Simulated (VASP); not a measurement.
# Al (Im-3m) in VASP: a series of runs

Al is run at these levels: revPBE+D4, BLYP+D3(BJ); tasks: single point.

All numbers are computed with VASP 6.6.1; they aren't measurements. Logs are shortened: lines on timing, memory, paths and dates and some standing lists are left out, and cuts for length are marked.

## Step 1: The cell of the first run

It takes space group Im-3m (No. 229, cubic). Conventional cell: a = 3.173 Å, b = 3.173 Å, c = 3.173 Å, α = 90.00°, β = 90.00°, γ = 90.00°. Al (site symmetry m-3m) has 14 Al at 2.75 to 3.17 Å within 3.6 Å.

## Step 2: Single point, revPBE+D4

Contents of INCAR:

```
SYSTEM = Al
PREC = Accurate ; ENCUT = 520
EDIFF = 1E-6 ; ISMEAR = -1
SIGMA = 0.05 ; LREAL = .False.
LASPH = .True. ; NELM = 80
ALGO = Fast ; ISIF = 2
LWAVE = .False. ; LCHARG = .False.
GGA = RE ; IVDW = 13
NBANDS = 8
```

Contents of KPOINTS:

```
Automatic mesh
0
Gamma
  12 12 12
  0 0 0
```

Contents of POSCAR:

```
Al
1.0
   -1.5867317003      1.5867317003      1.5867317003
    1.5867317003     -1.5867317003      1.5867317003
    1.5867317003      1.5867317003     -1.5867317003
Al
1
Direct
    0.0000000000      0.0000000000      0.0000000000
```

Potentials or basis: VASP PAW PBE potentials, release 64 (Al).

Launch:

```console
cat potpaw_PBE.64/Al/POTCAR > POTCAR
mpirun -np 1 vasp_std > vasp.out
```

OUTCAR:

```text
SYSTEM = Al
   PREC = Accurate
   ENCUT = 520
   EDIFF = 1E-6
   ISMEAR = -1
   LREAL = .False.
   LASPH = .True.
   NELM = 80
   ISIF = 2
   GGA = RE
   IVDW = 13

 ion  position               nearest neighbor table
   1  0.000  0.000  0.000-

  LATTYP: Found a body centered cubic cell.
 ALAT       =     3.1734634006

  Lattice vectors:

 A1 = (  -1.5867317003,   1.5867317003,   1.5867317003)
 A2 = (   1.5867317003,  -1.5867317003,   1.5867317003)
 A3 = (   1.5867317003,   1.5867317003,  -1.5867317003)

Analysis of symmetry for initial positions (statically):
=====================================================================
 Subroutine PRICEL returns:
 Original cell was already a primitive cell.

 Routine SETGRP: Setting up the symmetry group for a
 body centered cubic supercell.

 Subroutine GETGRP returns: Found 48 space group operations
 (whereof 48 operations were pure point group operations)
 out of a pool of 48 trial point group operations.

The static configuration has the point symmetry O_h .

Analysis of symmetry for dynamics (positions and initial velocities):
=====================================================================
 Subroutine PRICEL returns:
 Original cell was already a primitive cell.

 Routine SETGRP: Setting up the symmetry group for a
 body centered cubic supercell.

 Subroutine GETGRP returns: Found 48 space group operations
 (whereof 48 operations were pure point group operations)
 out of a pool of 48 trial point group operations.

The dynamic configuration has the point symmetry O_h .

 Subroutine INISYM returns: Found 48 space group operations
 (whereof 48 operations are pure point group operations),
 and found     1 'primitive' translations

----------------------------------------------------------------------------------------

                                     Primitive cell

  volume of cell :      15.9798

  direct lattice vectors                    reciprocal lattice vectors
    -1.586731700  1.586731700  1.586731700     0.000000000  0.315113135  0.315113135
     1.586731700 -1.586731700  1.586731700     0.315113135  0.000000000  0.315113135
     1.586731700  1.586731700 -1.586731700     0.315113135  0.315113135  0.000000000

  length of vectors
     2.748299923  2.748299923  2.748299923     0.445637269  0.445637269  0.445637269
[... 78 lines left out ...]
   NELM   =     80;   NELMIN=  2; NELMDL= -5     # of ELM steps
   EDIFF  = 0.1E-05   stopping-criterion for ELM
   LREAL  =      F    real-space projection
   EDIFFG = 0.1E-04   stopping-criterion for IOM
   NSW    =      0    number of steps for IOM
   IBRION =     -1    ionic relax: 0-MD 1-quasi-New 2-CG
   NFREE  =      0    steps in history (QN), initial steepest desc. (CG)
   ISIF   =      2    stress and relaxation
   ISYM   =      2    0-nonsym 1-usesym 2-fastsym
   POTIM  = 0.5000    time-step for ionic-motion
   TEBEG  =    0.0;   TEEND  =   0.0 temperature during run
   PSTRESS=    0.0 pullay stress
   NELECT =       3.0000    total number of electrons
   NUPDOWN=      -1.0000    fix difference up-down
   EMIN   =  10.00;   EMAX   =-10.00  energy-range for DOS
   EFERMI =   0.00;   METHOD = LEGACY
   ISMEAR =    -1;   SIGMA  =   0.05  broadening in eV -4-tet -1-fermi 0-gaus
   EFERMI_NEDOS =   21; number of points for ismear=-14 and -15
   IALGO  =     68    algorithm
   IMIX   =      4    mixing-type and parameters
     AMIX     =   0.40;   BMIX     =  1.00
     AMIX_MAG =   1.60;   BMIX_MAG =  1.00
  volume/ion in A,a.u.               =      15.98       107.84
  Fermi-wavevector in a.u.,A,eV,Ry     =   0.937400  1.771430 11.955702  0.878719
  Thomas-Fermi vector in A             =   2.064507
   LORBIT       =      0    0 simple, 1 ext, 2 COOP (PROOUT), +10 PAW based schemes
   GGA     = RE    functional components
   LHFCALC =     F    Hartree Fock is set to
   AEXX    =    0.0000 exact exchange contribution
   IVDW    =    13    specifies the selected vdW correction
   LEPSILON=     F    determine dielectric tensor
   LRPA    =     F    only Hartree local field effects (RPA)
 non-spin polarized calculation
 RMM-DIIS sequential band-by-band and
  energy-cutoff  :      520.00
  volume of cell :       15.98
 maximum number of plane-waves:       456
   NGX = 11   NGY = 11   NGZ = 11

 number of electron       3.0000000 magnetization

 Free energy of the ion-electron system (eV)
  ---------------------------------------------------
  ext. energy  EPLUGINS =         0.00000000
  ---------------------------------------------------
  free energy    TOTEN  =        -3.43607521 eV

  energy without entropy =       -3.43182783  energy(sigma->0) =       -3.43395152

 E-fermi :   8.4098     XC(G=0): -10.2765

 val. band max:        8.3050759929   @ k =   0.3333   0.0833   0.0000
 cond. band min:       8.4121088832   @ k =  -0.4167  -0.4167   0.2500
 fundamental gap:      0.1070328903
 Fermi energy:         8.4098077071

 k-point     1 :       0.0000    0.0000    0.0000
  band No.  band energies     occupation
      1      -2.9421      2.00000
      2      21.8674      0.00000
      3      21.8674      0.00000
      4      21.8674      0.00000
      5      23.7081      0.00000
      6      23.7081      0.00000
      7      23.7081      0.00000
      8      24.9646      0.00000
[... 243 lines left out ...]
 k-point    24 :       0.4167    0.0833    0.0833
  band No.  band energies     occupation
      1       4.3364      2.00000
      2       4.9327      2.00000
      3      13.3997      0.00000
      4      14.2344      0.00000
      5      22.6525      0.00000
      6      23.2698      0.00000
      7      29.7344      0.00000
      8      31.1576      0.00000

 [... further k-points ...]

------------------------ aborting loop because EDIFF is reached ----------------------------------------

  DFT-D4 for vdW energy calculation

  Edisp (eV):   -0.58154

  FORCE on cell =-STRESS in cart. coord.  units (eV):
  Direction    XX          YY          ZZ          XY          YZ          ZX
  --------------------------------------------------------------------------------------
  -------------------------------------------------------------------------------------
  Total      -0.01908    -0.01908    -0.01908    -0.00000     0.00000    -0.00000
  in kB      -1.91290    -1.91290    -1.91290    -0.00000     0.00000    -0.00000
  external pressure =       -1.91 kB  Pullay stress =        0.00 kB

 VOLUME and BASIS-vectors are now :
 -----------------------------------------------------------------------------
  energy-cutoff  :      520.00
  volume of cell :       15.98
      direct lattice vectors                 reciprocal lattice vectors
    -1.586731700  1.586731700  1.586731700     0.000000000  0.315113135  0.315113135
     1.586731700 -1.586731700  1.586731700     0.315113135  0.000000000  0.315113135
     1.586731700  1.586731700 -1.586731700     0.315113135  0.315113135  0.000000000

 POSITION                                       TOTAL-FORCE (eV/Angst)
 -----------------------------------------------------------------------------------
      0.00000      0.00000      0.00000        -0.000000     -0.000000      0.000000
 -----------------------------------------------------------------------------------
    total drift:                                0.000000     -0.000000      0.000000

  FREE ENERGIE OF THE ION-ELECTRON SYSTEM (eV)
  ---------------------------------------------------
  free  energy   TOTEN  =        -4.0176157756 eV

  energy  without entropy=       -4.0133683917  energy(sigma->0) =       -4.01549208
```

stdout:

```text
POSCAR found type information on POSCAR Al
 POSCAR found :  1 types and       1 ions
 scaLAPACK will be used
 -----------------------------------------------------------------------------
|                                                                             |
|                                                                             |
|     You enforced a specific xc type in the INCAR file but a different       |
|     I HOPE YOU KNOW WHAT YOU ARE DOING!                                     |
|                                                                             |
 -----------------------------------------------------------------------------

 LDA part: xc-table for (Slater+PW92), standard interpolation
 POSCAR, INCAR and KPOINTS ok, starting setup
 FFT: planning ... GRIDC
 FFT: planning ... GRID_SOFT
 FFT: planning ... GRID
 WAVECAR not read
 entering main loop
```

Wall time 9 s (1 thread of AMD EPYC 7R43 (Zen 3), shared host); peak memory 0.09 GiB.

What came out:

| Property | Result |
| --- | --- |
| Free energy | -4.0176 eV |
| Pressure | -0.2 GPa |
| Dispersion energy per atom | -0.582 eV |

Levels at points of the mesh, in eV from the Fermi level:
| k point | band 1 | band 2 | band 3 | band 4 |
| --- | --- | --- | --- | --- |
| (0.00, 0.00, 0.00) | -11.35 | 13.46 | 13.46 | 13.46 |
| (0.50, 0.00, 0.00) | -4.45 | -3.87 | 8.32 | 8.47 |
| (0.50, 0.50, 0.50) | 1.94 | 1.94 | 1.94 | 2.90 |

Caveat: the PAW data sets were made with another functional, which shifts forces and pressure a little; pairwise dispersion overbinds metals, which lowers pressure and volume.

## Step 3: Single point, BLYP+D3(BJ)

Contents of INCAR:

```
SYSTEM = Al
  PREC = Accurate
  ENCUT = 520
  EDIFF = 1E-6
  ISMEAR = -1
  SIGMA = 0.05
  LREAL = .FALSE.
  LASPH = .TRUE.
  NELM = 80
  ALGO = Normal
  ISIF = 2
  LWAVE = .FALSE.
  LCHARG = .FALSE.
  GGA = B5
  ALDAX = 1.0
  AGGAX = 1.0
  AGGAC = 1.0
  ALDAC = 0.0
  IVDW = 12
  VDW_S6 = 1.0
  VDW_S8 = 2.6996
  VDW_A1 = 0.4298
  VDW_A2 = 4.2359
  NBANDS = 8
```

Contents of KPOINTS:

```
Automatic mesh
0
G
  12 12 12
  0 0 0
```

Contents of POSCAR:

```
Al
1.0
   -1.5864847538      1.5864847538      1.5864847538
    1.5864847538     -1.5864847538      1.5864847538
    1.5864847538      1.5864847538     -1.5864847538
Al
1
Direct
    0.0000000000      0.0000000000      0.0000000000
```

Potentials or basis: VASP PAW PBE potentials, release 64 (Al).

Launch:

```console
cat potpaw_PBE.64/Al/POTCAR > POTCAR
mpirun -np 1 vasp_std > vasp.out
```

Wall time 9.5 s (1 thread of AMD EPYC 7R43 (Zen 3), shared host); peak memory 0.09 GiB.

The run converged. Its results:

```
Free energy                : -3.3657 eV
Pressure                   : 0.2 GPa
Dispersion energy per atom : -0.800 eV
```

Levels at points of the mesh, in eV from the Fermi level:
| k point | band 1 | band 2 | band 3 | band 4 | band 5 |
| --- | --- | --- | --- | --- | --- |
| (0.00, 0.00, 0.00) | -11.31 | 13.41 | 13.41 | 13.41 | 14.92 |
| (0.50, 0.00, 0.00) | -4.35 | -3.92 | 8.27 | 8.40 | 10.25 |
| (0.50, 0.50, 0.50) | 1.89 | 1.89 | 1.89 | 3.15 | 3.15 |

Caveat: the PAW data sets were made with another functional, which shifts forces and pressure a little; pairwise dispersion overbinds metals, which lowers pressure and volume.
